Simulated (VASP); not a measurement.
Input of a VASP 6.6.1 run:

The input POSCAR:

```
C
1.0
    0.0000000000     -1.8246190454     -1.8246190454
   -1.8246190454      0.0000000000     -1.8246190454
    1.8246190454      1.8246190454     -3.6492380909
C
4
Direct
    0.7249113929      0.7823424657      0.7499999898
    0.2750886071      0.2176575343      0.2500000102
    0.3499113929      0.4073424657      0.8749999898
    0.9000886071      0.8426575343      0.3750000102
```

File INCAR.step1:

```
SYSTEM = C
ALGO = Normal
EDIFF = 1E-4
ENCUT = 520
GGA = PE
ISMEAR = 0
LASPH = .True.
LCHARG = .False.
LREAL = .False.
LWAVE = .True.
NBANDS = 16
NELM = 60
PREC = Accurate
SIGMA = 0.05
```

INCAR.step2

```
SYSTEM = C
ALGO = Normal
EDIFF = 1E-6
ENCUT = 520
ISIF = 2
ISMEAR = 0
ISTART = 1
LASPH = .True.
LCHARG = .False.
LMIXTAU = .True.
LREAL = .False.
LWAVE = .False.
METAGGA = R2SCAN
NBANDS = 16
NELM = 60
PREC = Accurate
SIGMA = 0.05
```

The input KPOINTS:

```
k-points
0
Gamma
  12 12 10
  0 0 0
```

Potentials or basis: VASP PAW PBE potentials, release 64 (C).

Launch:

```bash
$ cat potpaw_PBE.64/C/POTCAR > POTCAR
$ cp INCAR.step1 INCAR
$ mpirun -np 1 vasp_std > vasp.out
$ cp INCAR.step2 INCAR
$ mpirun -np 1 vasp_std > vasp.out
```

Problem. What does it give for the pressure?

Solution. -28.3 GPa.

Problem. Predict the largest force.

Solution. 1.020 eV/Å.

Problem. Predict the band gap on the k mesh.

Solution. 4.06 eV (least direct gap 5.54 eV).

Stress tensor (GPa, compression positive):
```
-29.34   0.83  -0.35
  0.83 -28.45   0.00
 -0.35   0.00 -27.20
```

Caveat: the cell differs from its parent crystal (atoms displaced along a vibrational mode, the cell strained); the cell stands under tension; the PAW data sets were made with another functional, which shifts forces and pressure a little. A k mesh can miss the band edges.
